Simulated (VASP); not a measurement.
Write the native input for VASP 6.6.1 that does the following.

* Task: single point
* Functional: PBE
* Potentials or basis: VASP PAW PBE potentials, release 64 (Nb_sv, Cu)
* Cutoff: 520 eV
* k mesh: 2 × 2 × 2
* Occupations: fermi-dirac, width 0.05 eV
* Spin: no spin polarisation
* Dipole correction: no
* Further INCAR settings: LREAL = Auto; ALGO = Normal; EDIFF = 1e-06; NBANDS = 124

The structure of Nb16Cu (a cell with a defect) lies in POSCAR:

```
Nb16Cu
1.0
    6.6000000000      0.0000000000      0.0000000000
    0.0000000000      6.6000000000      0.0000000000
    0.0000000000      0.0000000000      6.6000000000
Nb Cu
16 1
Direct
    0.0113676820      0.0181604476      0.0197884993
    0.4998175726     -0.0040801310      0.0038412445
   -0.0099126656      0.5063725520      0.0045107214
    0.0038078124      0.0106961659      0.4989994519
    0.2297705105      0.2361683471      0.2415407788
    0.4844518245      0.4906037521      0.0215389880
    0.4942157081     -0.0117337634      0.5044418783
    0.7399698524      0.2434790487      0.2509019286
   -0.0184635956      0.5009986338      0.5045810522
    0.2374327784      0.7458443133      0.2513612379
    0.2467496668      0.2535067450      0.7498604592
    0.4454696551      0.4503212159      0.4398879446
    0.7421246938      0.7486936776      0.2627691130
    0.7481760186      0.2496499028      0.7550277675
    0.2411608744      0.7550680975      0.7552176090
    0.8172635342      0.8224872188      0.7898297572
    0.5927649774      0.6042054764      0.6922355686
```

One way to write it, as run:

INCAR

```
SYSTEM = Nb16Cu
PREC     = Accurate       ! precision mode
ENCUT    = 520            ! plane-wave cutoff, eV
EDIFF    = 1E-6           ! SCF threshold, eV
ISMEAR   = -1             ! smearing method
SIGMA    = 0.05           ! smearing width, eV
LREAL    = Auto         
LASPH    = .True.         ! aspherical terms in the spheres
NELM     = 100            ! most SCF steps
ALGO     = Normal         ! electronic algorithm
ISIF     = 2              ! what is computed and relaxed
LWAVE    = .False.        ! write WAVECAR
LCHARG   = .False.        ! write CHGCAR
GGA      = PE             ! functional
NBANDS   = 124            ! bands
```

KPOINTS

```
regular mesh
0
Gamma
  2 2 2
  0 0 0
```

Potentials or basis: VASP PAW PBE potentials, release 64 (Nb_sv, Cu).

Launch:

```bash
$ cat potpaw_PBE.64/Nb_sv/POTCAR potpaw_PBE.64/Cu/POTCAR > POTCAR
$ mpirun -np 1 vasp_std > vasp.out
```

Results of the run:

The pressure is 14.4 GPa, the largest force is 0.053 eV/Å and the band gap on the k mesh is zero (an odd number of electrons rules out a gap without spin polarisation).

Caveat: the k points lie up to 0.48 Å⁻¹ apart, too coarse for converged energies and pressures of a metal.

Wall time 8.4 min on 1 thread of AMD EPYC 9R45 96-Core Processor (Zen 5), with other jobs on the host, peak memory 0.43 GiB.
